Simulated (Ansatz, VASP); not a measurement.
## InSb in VASP and in Ansatz

```xyz
2
Lattice="0.0000 3.3174 3.3174 3.3174 0.0000 3.3174 3.3174 3.3174 0.0000" Properties=species:S:1:pos:R:3 pbc="T T T"
In    0.0000    0.0000    0.0000
Sb    1.6587    1.6587    1.6587
```

Alike in both runs: functional PBE; k mesh 14 × 14 × 14; occupations gaussian, width 0.1 eV; no spin polarisation.

Ansatz relaxed the structure, and its values are those at the end. VASP's run is a single point on that final structure, the one shown.

```csv
,VASP,Ansatz
version,VASP 6.6.1,Ansatz 0.2.0
potentials or method,"VASP PAW PBE potentials, release 64 (In_d, Sb), cutoff 520 eV","scalar-relativistic, plane waves, PAW"
valence electrons in the cell,18,28
```

|  | VASP | Ansatz | Ansatz less VASP |
| --- | --- | --- | --- |
| gap on the k mesh at the Fermi level (eV) | none | none | - |
| pressure (GPa) | 0.0 | 0.0 | +0.02 |

A gap of «none» marks a metal or a gap that the smearing closes. VASP's potentials hold 18 valence electrons a cell and Ansatz's 28, so a difference there can come from the potentials and not from the codes.

Neither program's run includes spin-orbit coupling.
